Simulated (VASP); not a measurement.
# Bi (R-3m) in VASP: single point with r2SCAN

Aim: the single point of Bi with r2SCAN.

Program: VASP 6.6.1. These are calculated values, not measurements. Logs are shortened: lines on timing, memory, paths and dates and some standing lists are left out, and cuts for length are marked.

**1. The cell of the first run**

The structure is trigonal, space group R-3m (No. 166). The conventional cell has a = 4.594 Å, b = 4.594 Å, c = 11.987 Å, α = 90.00°, β = 90.00°, γ = 120.00°. Within 4.1 Å of Bi (site symmetry 3m) lie 6 Bi at 3.10 to 3.57 Å.

**2. Single point, r2SCAN**

The input, POSCAR:

```
Bi
1.0
    2.2968954700      1.3261160800      3.9955673900
   -2.2968954700      1.3261160800      3.9955673900
    0.0000000000     -2.6522220600      3.9955673900
Bi
2
Direct
    0.2338900000      0.2338900000      0.2338900000
    0.7661100000      0.7661100000      0.7661100000
```

The input, INCAR.step1:

```
PREC = Accurate
ENCUT = 520
ISMEAR = -1
SIGMA = 0.1
LREAL = F
LASPH = T
NELM = 80
NBANDS = 22
GGA = PE
ALGO = Normal
EDIFF = 1E-4
LWAVE = T
LCHARG = F
```

The input, INCAR.step2:

```
PREC = Accurate
ENCUT = 520
EDIFF = 1E-6
ISMEAR = -1
SIGMA = 0.1
LREAL = F
LASPH = T
NELM = 80
ALGO = Normal
ISIF = 2
LWAVE = F
LCHARG = T
METAGGA = R2SCAN
LMIXTAU = T
LELF = T
LVHAR = T
NBANDS = 22
ISTART = 1
```

The input, KPOINTS:

```
Automatic mesh
0
Gamma
  9 9 9
```

Potentials or basis: VASP PAW PBE potentials, release 64 (Bi_d).

Run with:

```
$ cat potpaw_PBE.64/Bi_d/POTCAR > POTCAR
$ cp INCAR.step1 INCAR
$ mpirun -np 1 vasp_std > vasp.out
$ cp INCAR.step2 INCAR
$ mpirun -np 1 vasp_std > vasp.out
```

OUTCAR:

```text
PREC = Accurate
   ENCUT = 520
   EDIFF = 1E-6
   ISMEAR = -1
   LREAL = F
   LASPH = T
   NELM = 80
   ISIF = 2
   METAGGA = R2SCAN
   ISTART = 1

 ion  position               nearest neighbor table
   1  0.234  0.234  0.234-   2 3.10   2 3.10   2 3.10   2 3.57   2 3.57   2 3.57
   2  0.766  0.766  0.766-   1 3.10   1 3.10   1 3.10   1 3.57   1 3.57   1 3.57

  LATTYP: Found a trigonal (rhomboedric) cell.
 ALAT       =     4.7957138599
 COS(alpha) =     0.5412184168

  Lattice vectors:

 A1 = (   2.2968954700,   1.3261160800,   3.9955673900)
 A2 = (  -2.2968954700,   1.3261160800,   3.9955673900)
 A3 = (   0.0000000000,  -2.6522220600,   3.9955673900)

Analysis of symmetry for initial positions (statically):
=====================================================================
 Subroutine PRICEL returns:
 Original cell was already a primitive cell.

 Routine SETGRP: Setting up the symmetry group for a
 trigonal (rhombohedral) supercell.

 Subroutine GETGRP returns: Found 12 space group operations
 (whereof 12 operations were pure point group operations)
 out of a pool of 12 trial point group operations.

The static configuration has the point symmetry D_3d.

Analysis of symmetry for dynamics (positions and initial velocities):
=====================================================================
 Subroutine PRICEL returns:
 Original cell was already a primitive cell.

 Routine SETGRP: Setting up the symmetry group for a
 trigonal (rhombohedral) supercell.

 Subroutine GETGRP returns: Found 12 space group operations
 (whereof 12 operations were pure point group operations)
 out of a pool of 12 trial point group operations.

The dynamic configuration has the point symmetry D_3d.

 Subroutine INISYM returns: Found 12 space group operations
 (whereof 12 operations are pure point group operations),
 and found     1 'primitive' translations

----------------------------------------------------------------------------------------

                                     Primitive cell

  volume of cell :      73.0216

  direct lattice vectors                    reciprocal lattice vectors
     2.296895470  1.326116080  3.995567390     0.217685135  0.125680619  0.083425676
    -2.296895470  1.326116080  3.995567390    -0.217685135  0.125680619  0.083425676
     0.000000000 -2.652222060  3.995567390     0.000000000 -0.251361238  0.083425994

  length of vectors
     4.795713860  4.795713860  4.795710648     0.264843877  0.264843877  0.264844045

  position of ions in fractional coordinates (direct lattice)
     0.233890000  0.233890000  0.233890000
     0.766110000  0.766110000  0.766110000

  ion indices of the primitive-cell ions
   primitive index   ion index
                 1           1
                 2           2

----------------------------------------------------------------------------------------

 KPOINTS: Automatic mesh

Automatic generation of k-mesh.
 Grid dimensions read from file:
 generate k-points for:    9    9    9

 Generating k-lattice:

  Cartesian coordinates                     Fractional coordinates (reciprocal lattice)
     0.024187237  0.013964513  0.009269520     0.111111111  0.000000000 -0.000000000
    -0.024187237  0.013964513  0.009269520     0.000000000  0.111111111 -0.000000000
     0.000000000 -0.027929026  0.009269555    -0.000000000 -0.000000000  0.111111111

  Length of vectors
     0.029427097  0.029427097  0.029427116

  Shift w.r.t. Gamma in fractional coordinates (k-lattice)
     0.000000000  0.000000000  0.000000000

 Subroutine IBZKPT returns following result:
 ===========================================

 Found     85 irreducible k-points:

 Following reciprocal coordinates:
            Coordinates               Weight
  0.000000  0.000000  0.000000      1.000000
  0.111111  0.000000  0.000000      6.000000
  0.222222  0.000000  0.000000      6.000000
  0.333333  0.000000  0.000000      6.000000
  0.444444  0.000000  0.000000      6.000000
  0.111111  0.111111  0.000000      6.000000
[... 16 lines left out ...]
 -0.333333  0.333333  0.000000      6.000000
  0.444444  0.444444  0.000000      6.000000
 [... further k-points ...]
   k-points           NKPTS =     85   k-points in BZ     NKDIM =     85   number of bands    NBANDS=     22
   number of dos      NEDOS =    301   number of ions     NIONS =      2
   total plane-waves  NPLWV =  46656
   dimension x,y,z NGX =    36 NGY =   36 NGZ =   36
   dimension x,y,z NGXF=    72 NGYF=   72 NGZF=   72
   ions per type =               2
   NGX,Y,Z   is equivalent  to a cutoff of  12.48, 12.48, 12.48 a.u.
   NGXF,Y,Z  is equivalent  to a cutoff of  24.96, 24.96, 24.96 a.u.
 SYSTEM =  unknown system
   PREC   = accura    normal or accurate (medium, high low for compatibility)
   ISTART =      1    job   : 0-new  1-cont  2-samecut
   ICHARG =      0    charge: 1-file 2-atom 10-const
   ISPIN  =      1    spin polarized calculation?
   LNONCOLLINEAR =      F non collinear calculations
   LSORBIT =      F    spin-orbit coupling
   LASPH  =      T    aspherical Exc in radial PAW
   ENCUT  =  520.0 eV  38.22 Ry    6.18 a.u.   8.92  8.92  8.92*2*pi/ulx,y,z
   NELM   =     80;   NELMIN=  2; NELMDL=  0     # of ELM steps
   EDIFF  = 0.1E-05   stopping-criterion for ELM
   LREAL  =      F    real-space projection
   EDIFFG = 0.1E-04   stopping-criterion for IOM
   NSW    =      0    number of steps for IOM
   IBRION =     -1    ionic relax: 0-MD 1-quasi-New 2-CG
   NFREE  =      0    steps in history (QN), initial steepest desc. (CG)
   ISIF   =      2    stress and relaxation
   ISYM   =      2    0-nonsym 1-usesym 2-fastsym
   POTIM  = 0.5000    time-step for ionic-motion
   TEBEG  =    0.0;   TEEND  =   0.0 temperature during run
   PSTRESS=    0.0 pullay stress
   NELECT =      30.0000    total number of electrons
   NUPDOWN=      -1.0000    fix difference up-down
   EMIN   =  10.00;   EMAX   =-10.00  energy-range for DOS
   EFERMI =   0.00;   METHOD = LEGACY
   ISMEAR =    -1;   SIGMA  =   0.10  broadening in eV -4-tet -1-fermi 0-gaus
   EFERMI_NEDOS =   21; number of points for ismear=-14 and -15
   IALGO  =     38    algorithm
   IMIX   =      4    mixing-type and parameters
     AMIX     =   0.40;   BMIX     =  1.00
     AMIX_MAG =   1.60;   BMIX_MAG =  1.00
  volume/ion in A,a.u.               =      36.51       246.39
  Fermi-wavevector in a.u.,A,eV,Ry     =   1.217021  2.299836 20.152139  1.481140
  Thomas-Fermi vector in A             =   2.352356
   LORBIT       =      0    0 simple, 1 ext, 2 COOP (PROOUT), +10 PAW based schemes
   METAGGA = R2SCAN    functional components
   LHFCALC =     F    Hartree Fock is set to
   AEXX    =    0.0000 exact exchange contribution
   IVDW    =     0    specifies the selected vdW correction
   LEPSILON=     F    determine dielectric tensor
   LRPA    =     F    only Hartree local field effects (RPA)
 non-spin polarized calculation
  energy-cutoff  :      520.00
  volume of cell :       73.02
 maximum number of plane-waves:      2003
   NGX = 17   NGY = 17   NGZ = 17

 number of electron      29.9999998 magnetization

 Free energy of the ion-electron system (eV)
  ---------------------------------------------------
  ext. energy  EPLUGINS =         0.00000000
  ---------------------------------------------------
  free energy    TOTEN  =      -117.00487374 eV

  energy without entropy =     -116.99767902  energy(sigma->0) =     -117.00127638

 E-fermi :   5.8615     XC(G=0): -10.0147

 val. band max:        5.6637817979   @ k =   0.2222   0.2222   0.1111
 cond. band min:       5.8712466281   @ k =   0.4444   0.0000   0.0000
 fundamental gap:      0.2074648302
 Fermi energy:         5.8614981622

 k-point     1 :       0.0000    0.0000    0.0000
  band No.  band energies     occupation
      1     -17.7523      2.00000
      2     -17.7523      2.00000
      3     -17.6033      2.00000
      4     -17.6033      2.00000
      5     -17.5834      2.00000
      6     -17.4200      2.00000
[... 14 lines left out ...]
     21      12.0305      0.00000
     22      12.3952      0.00000

 k-point     2 :       0.1111    0.0000    0.0000
  band No.  band energies     occupation
      1     -17.7437      2.00000
      2     -17.7411      2.00000
      3     -17.5994      2.00000
      4     -17.5965      2.00000
      5     -17.5776      2.00000
      6     -17.4257      2.00000
[... 14 lines left out ...]
     21      12.1497      0.00000
     22      13.3190      0.00000

 k-point     3 :       0.2222    0.0000    0.0000
  band No.  band energies     occupation
      1     -17.7199      2.00000
      2     -17.7089      2.00000
      3     -17.5897      2.00000
      4     -17.5774      2.00000
      5     -17.5603      2.00000
      6     -17.4449      2.00000
[... 14 lines left out ...]
     21      12.7186      0.00000
     22      15.1178      0.00000

 k-point     4 :       0.3333    0.0000    0.0000
  band No.  band energies     occupation
      1     -17.6879      2.00000
      2     -17.6601      2.00000
      3     -17.5786      2.00000
      4     -17.5496      2.00000
      5     -17.5334      2.00000
      6     -17.4771      2.00000
[... 14 lines left out ...]
     21      13.7673      0.00000
     22      16.4889      0.00000

 k-point     5 :       0.4444    0.0000    0.0000
  band No.  band energies     occupation
      1     -17.6623      2.00000
      2     -17.6047      2.00000
      3     -17.5706      2.00000
      4     -17.5330      2.00000
      5     -17.5197      2.00000
      6     -17.4863      2.00000
[... 14 lines left out ...]
     21      15.1672      0.00000
     22      15.2276      0.00000

 k-point     6 :       0.1111    0.1111    0.0000
  band No.  band energies     occupation
      1     -17.7508      2.00000
      2     -17.7292      2.00000
      3     -17.6020      2.00000
      4     -17.5931      2.00000
      5     -17.5755      2.00000
      6     -17.4280      2.00000
[... 14 lines left out ...]
     21      12.5132      0.00000
     22      12.9788      0.00000

 k-point     7 :       0.2222    0.1111    0.0000
  band No.  band energies     occupation
      1     -17.7396      2.00000
      2     -17.6999      2.00000
      3     -17.5957      2.00000
      4     -17.5810      2.00000
      5     -17.5610      2.00000
      6     -17.4437      2.00000
[... 324 lines left out ...]
      6     -17.4771      2.00000
[... 14 lines left out ...]
     21      14.8949      0.00000
     22      15.4383      0.00000

 k-point    21 :       0.4444    0.3333   -0.0000
  band No.  band energies     occupation
      1     -17.7331      2.00000
      2     -17.6050      2.00000
      3     -17.6011      2.00000
      4     -17.5312      2.00000
      5     -17.5123      2.00000
      6     -17.4890      2.00000
[... 14 lines left out ...]
     21      15.8426      0.00000
     22      16.3733      0.00000

 k-point    22 :      -0.4444    0.3333    0.0000
  band No.  band energies     occupation
      1     -17.7141      2.00000
      2     -17.6047      2.00000
      3     -17.5788      2.00000
      4     -17.5339      2.00000
      5     -17.5159      2.00000
      6     -17.4914      2.00000
[... 14 lines left out ...]
     21      15.3201      0.00000
     22      17.0925      0.00000

 k-point    23 :      -0.3333    0.3333    0.0000
  band No.  band energies     occupation
      1     -17.6995      2.00000
      2     -17.5936      2.00000
      3     -17.5439      2.00000
      4     -17.5419      2.00000
      5     -17.5379      2.00000
      6     -17.5010      2.00000
[... 14 lines left out ...]
     21      14.3955      0.00000
     22      16.1486      0.00000

 k-point    24 :       0.4444    0.4444    0.0000
  band No.  band energies     occupation
      1     -17.7398      2.00000
      2     -17.6102      2.00000
      3     -17.6047      2.00000
      4     -17.5115      2.00000
      5     -17.5098      2.00000
      6     -17.4888      2.00000
[... 14 lines left out ...]
     21      15.8707      0.00000
     22      16.5478      0.00000

 [... further k-points ...]

------------------------ aborting loop because EDIFF is reached ----------------------------------------

  FORCE on cell =-STRESS in cart. coord.  units (eV):
  Direction    XX          YY          ZZ          XY          YZ          ZX
  --------------------------------------------------------------------------------------
  -------------------------------------------------------------------------------------
  Total       -0.4193139     -0.4193136     -0.0748194      0.0000000     -0.0000001      0.0000000
  in kB       -9.2002251     -9.2002181     -1.6416240      0.0000000     -0.0000014      0.0000000
  external PRESSURE =      -6.6806891 kB  Pullay stress =       0.0000000 kB

 VOLUME and BASIS-vectors are now :
 -----------------------------------------------------------------------------
  energy-cutoff  :      520.00
  volume of cell :       73.02
      direct lattice vectors                 reciprocal lattice vectors
     2.296895470  1.326116080  3.995567390     0.217685135  0.125680619  0.083425676
    -2.296895470  1.326116080  3.995567390    -0.217685135  0.125680619  0.083425676
     0.000000000 -2.652222060  3.995567390     0.000000000 -0.251361238  0.083425994

 POSITION                                       TOTAL-FORCE (eV/Angst)
 -----------------------------------------------------------------------------------
      0.00000      0.00000      2.80357         0.000000     -0.000000     -0.131315
      0.00000      0.00001      9.18313         0.000000      0.000000      0.131315
 -----------------------------------------------------------------------------------
    total drift:                                0.000000     -0.000000      0.000000

  FREE ENERGIE OF THE ION-ELECTRON SYSTEM (eV)
  ---------------------------------------------------
  free  energy   TOTEN  =      -117.0048737398 eV

  energy  without entropy=     -116.9976790243  energy(sigma->0) =     -117.00127638
```

It used 1000 s of CPU time on 1 thread of AMD EPYC 7R13 Processor (Zen 3), with other jobs on the host.

Results:

```yaml
Free_energy: -117.0049 eV
Pressure: -0.7 GPa
Largest_force: 0.131 eV/Å
Band_gap_on_the_k_mesh: 0.21 eV, indirect (least direct gap 0.48 eV)
```

Forces on the atoms (eV/Å):
```
Bi   0.000  0.000 -0.131
Bi   0.000  0.000  0.131
```

Stress tensor (GPa, compression positive):
```
-0.92  0.00  0.00
 0.00 -0.92  0.00
 0.00  0.00 -0.16
```

Levels at points of the mesh, in eV from the valence-band top:
```csv
k point,band 13,band 14,band 15,band 16,band 17,band 18
"(0.00, 0.00, 0.00)",-1.37,-1.15,-1.15,2.70,3.17,3.17
```

Caveat: the PAW data sets were made with another functional, which shifts forces and pressure a little; spin-orbit coupling is left out, which moves the levels of the heavy elements. A k mesh can miss the band edges.
